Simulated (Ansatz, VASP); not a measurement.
## Li in VASP and in Ansatz

The input INCAR:

```
ALGO = Normal ; EDIFF = 1E-6
ENCUT = 750 ; GGA = PE
GGA_COMPAT = F ; ISIF = 2
ISMEAR = -1 ; LASPH = T
LCHARG = T ; LELF = T
LREAL = F ; LVHAR = T
LWAVE = F ; NBANDS = 8
NELM = 120 ; PREC = Accurate
SIGMA = 0.1
```

KPOINTS

```
k-points
0
Gamma
  17 17 17
```

Contents of POSCAR:

```
Li
1.0
   -1.3154554380      1.3154554380      1.3154554380
    1.3154554380     -1.3154554380      1.3154554380
    1.3154554380      1.3154554380     -1.3154554380
Li
1
Direct
    0.0000000000      0.0000000000      0.0000000000
```

Input for Ansatz:

```yaml
crystal:
  lattice:
    - [-1.315455438, 1.315455438, 1.315455438]
    - [1.315455438, -1.315455438, 1.315455438]
    - [1.315455438, 1.315455438, -1.315455438]
  atoms:
    - { symbol: Li, position: [0.0, 0.0, 0.0] }
kpoints:
  mp_grid: { grid: [17, 17, 17] }
scf:
  occupations: { method: fermi_dirac, width: 0.1 }
hamiltonian:
  xc: pbe
  pseudopotentials: { kind: all_electron, lapw: { basis_error: 0.001 } }
output:
  forces: true
  stress: true
  eigenvalues: true
  populations: true
```

Change from the starting cell: volume scaled by 0.45, LAPW.

Alike in both runs: task single point; functional PBE; k mesh 17 × 17 × 17; occupations fermi-dirac, width 0.1 eV; no spin polarisation.

|  | VASP | Ansatz |
| --- | --- | --- |
| version | VASP 6.6.1 | Ansatz 0.2.0 |
| potentials or method | VASP PAW PBE potentials, release 64 (Li_sv), cutoff 750 eV | all-electron LAPW, scalar-relativistic |

```tsv
	VASP	Ansatz	Ansatz less VASP
pressure (GPa)	42.0	42.5	+0.52
```

Both programs put the cell under a high pressure, so it lies far from rest at this level. Ansatz ran all-electron here, and VASP with PAW potentials.
